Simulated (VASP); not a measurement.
Input of a VASP 6.6.1 run:

INCAR

```
ALGO = Normal
EDIFF = 1E-6
ENCUT = 520
GGA = PE
ISIF = 2
ISMEAR = 0
ISPIN = 2
LASPH = T
LCHARG = F
LMAXMIX = 4
LORBIT = 11
LREAL = F
LWAVE = F
MAGMOM = 1 1 1 0 0
NBANDS = 38
NELM = 150
PREC = Accurate
SIGMA = 0.1
```

File KPOINTS:

```
k-points
0
Gamma
  4 4 4
```

File POSCAR:

```
Ag3SnSe
1.0
    5.2276194232      0.0000000000      0.0000000000
    0.0000000000      5.2276194232      0.0000000000
    0.0000000000      0.0000000000      5.2276194232
Ag Sn Se
3 1 1
Direct
    0.5000000000      0.0000000000      0.0000000000
    0.0000000000      0.5000000000      0.0000000000
    0.0000000000      0.0000000000      0.5000000000
    0.0000000000      0.0000000000      0.0000000000
    0.5000000000      0.5000000000      0.5000000000
```

Potentials or basis: VASP PAW PBE potentials, release 64 (Ag, Sn_d, Se).

Command:

```bash
$ cat potpaw_PBE.64/Ag/POTCAR potpaw_PBE.64/Sn_d/POTCAR potpaw_PBE.64/Se/POTCAR > POTCAR
$ mpirun -np 1 vasp_std > vasp.out
```

Estimate the site moments.

Ag +0.03; Sn +0.09; Se +0.22 μB.

Estimate the pressure.

0.0 GPa.

Predict the net moment.

0.58 μB per cell.
